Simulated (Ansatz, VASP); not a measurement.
One calculation of Hf, two programs

```
Hf
1.0
     3.22794    0.00000    0.00000
    -1.61397    2.79548    0.00000
     0.00000    0.00000   10.32998
Hf
4
Cartesian
  1.6140 2.7955 0.0000
  -1.6140 2.7955 5.1650
  0.0000 1.8637 2.5825
  1.6140 0.9318 7.7475
```

Alike in both runs: task single point; functional RPBE; k mesh 13 × 13 × 4; occupations fermi-dirac, width 0.1 eV; no spin polarisation.

|  | VASP | Ansatz |
| --- | --- | --- |
| version | VASP 6.6.1 | Ansatz 0.2.0 |
| potentials or method | VASP PAW PBE potentials, release 64 (Hf_pv), cutoff 520 eV | plane waves (420 eV) with PAW, scalar-relativistic |
| valence electrons in the cell | 40 | 104 |

Ansatz gave:

```
pressure (GPa) : 0.0
```

Task: Which values does VASP return?

Result: Pressure (GPa): -0.5.

VASP's potentials were made for PBE, not for RPBE. With one functional, cell and mesh, what is left measures potentials, basis and numerics. VASP's potentials hold 40 valence electrons a cell and Ansatz's 104, so a difference there can come from the potentials and not from the codes.

Neither program's run includes spin-orbit coupling.
